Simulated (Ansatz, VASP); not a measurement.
# One calculation of Pt, two programs

File POSCAR:

```
Pt
1.0
   -1.6079833000      1.6079833000      1.6079833000
    1.6079833000     -1.6079833000      1.6079833000
    1.6079833000      1.6079833000     -1.6079833000
Pt
1
Direct
    0.0000000000      0.0000000000      0.0000000000
```

INCAR.step1

```
SYSTEM = Pt
ALGO     = Normal         ! electronic algorithm
EDIFF    = 1E-4           ! SCF threshold, eV
ENCUT    = 520            ! plane-wave cutoff, eV
GGA      = PE             ! functional
ISMEAR   = 0              ! smearing method
LASPH    = .TRUE.         ! aspherical terms in the spheres
LCHARG   = .FALSE.        ! write CHGCAR
LREAL    = .FALSE.        ! projectors in reciprocal space
LWAVE    = .TRUE.         ! write WAVECAR
NBANDS   = 11             ! bands
NELM     = 100            ! most SCF steps
PREC     = Accurate       ! precision mode
SIGMA    = 0.15           ! smearing width, eV
```

The input INCAR.step2:

```
SYSTEM = Pt
ALGO     = Normal         ! electronic algorithm
EDIFF    = 1E-6           ! SCF threshold, eV
ENCUT    = 520            ! plane-wave cutoff, eV
ISIF     = 2              ! what is computed and relaxed
ISMEAR   = 0              ! smearing method
ISTART   = 1            
LASPH    = .TRUE.         ! aspherical terms in the spheres
LCHARG   = .FALSE.        ! write CHGCAR
LMIXTAU  = .TRUE.       
LREAL    = .FALSE.        ! projectors in reciprocal space
LWAVE    = .FALSE.        ! write WAVECAR
METAGGA  = R2SCAN         ! meta-GGA
NBANDS   = 11             ! bands
NELM     = 100            ! most SCF steps
PREC     = Accurate       ! precision mode
SIGMA    = 0.15           ! smearing width, eV
```

File KPOINTS:

```
k-points
0
G
  22 22 22
  0 0 0
```

Input for Ansatz:

```yaml
crystal:
  lattice:
    - [-1.6079833, 1.6079833, 1.6079833]
    - [1.6079833, -1.6079833, 1.6079833]
    - [1.6079833, 1.6079833, -1.6079833]
  atoms:
    - { symbol: Pt, position: [0.0, 0.0, 0.0] }
basis:
  ecutwfc: 500
kpoints:
  mp_grid: { grid: [22, 22, 22] }
hamiltonian:
  xc: r2scan
scf:
  occupations: { method: gaussian, width: 0.15 }
output:
  forces: true
  stress: true
  eigenvalues: true
```

Change from the starting cell: strain +0.015 along x and y, +0.015 along z, atoms carried along.

Alike in both runs: task single point; functional r2SCAN; k mesh 22 × 22 × 22; occupations gaussian, width 0.15 eV; no spin polarisation.

|  | VASP | Ansatz |
| --- | --- | --- |
| version | VASP 6.6.1 | Ansatz 0.2.0 |
| potentials or method | VASP PAW PBE potentials, release 64 (Pt), cutoff 520 eV | scalar-relativistic, plane waves, PAW |
| valence electrons in the cell | 10 | 18 |

|  | VASP | Ansatz | Ansatz less VASP |
| --- | --- | --- | --- |
| gap on the k mesh at the Fermi level (eV) | none | none | - |
| pressure (GPa) | -14.9 | -15.3 | -0.37 |

VASP's potentials were made for PBE, not for r2SCAN. A gap of «none» marks a metal or a gap that the smearing closes. VASP's potentials hold 10 valence electrons a cell and Ansatz's 18, so a difference there can come from the potentials and not from the codes.

Spin-orbit coupling is off throughout.
